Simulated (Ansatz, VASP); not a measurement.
**TaNb2O5 in VASP and in Ansatz**

```
Ta Nb O
1.0
    -2.77484    2.77484    2.98115
     2.77484   -2.77484    2.98115
     2.77484    2.77484   -2.98115
Ta Nb O
1 2 5
Cartesian
  0.0000 0.0000 -0.3184
  0.0000 2.7748 1.7787
  2.7748 0.0000 1.7787
  -1.3546 1.3546 2.8831
  1.4202 1.4202 -0.0981
  1.3546 1.3546 2.8831
  1.3546 -1.3546 2.8831
  0.0000 0.0000 1.4641
```

Change from the starting cell: species swapped into the Sr2H5Rh type (I4mm, No. 107).

Alike in both runs: functional PBE; k mesh 3 × 3 × 3; occupations gaussian, width 0.15 eV; no spin polarisation.

Ansatz relaxed the structure, and its values are those at the end. VASP's run is a single point on that final structure, the one shown.

|  | VASP | Ansatz |
| --- | --- | --- |
| version | VASP 6.6.1 | Ansatz 0.2.0 |
| potentials or method | VASP PAW PBE potentials, release 64 (Ta_pv, Nb_sv, O), cutoff 600 eV | scalar-relativistic, plane waves, PAW |
| valence electrons in the cell | 67 | 69 |

|  | VASP | Ansatz | Ansatz less VASP |
| --- | --- | --- | --- |
| gap on the k mesh at the Fermi level (eV) | none | none | - |
| pressure (GPa) | 0.3 | -0.1 | -0.40 |
| rms of the force components (eV/Å) | 0.116 | 0.013 | -0.1029 |

A gap of «none» marks a metal or a gap that the smearing closes. With one functional, cell and mesh, what is left measures potentials, basis and numerics. VASP's potentials hold 67 valence electrons a cell and Ansatz's 69, so a difference there can come from the potentials and not from the codes.

The k mesh is coarse, so the values compare programs but aren't converged. Spin-orbit coupling is off throughout.
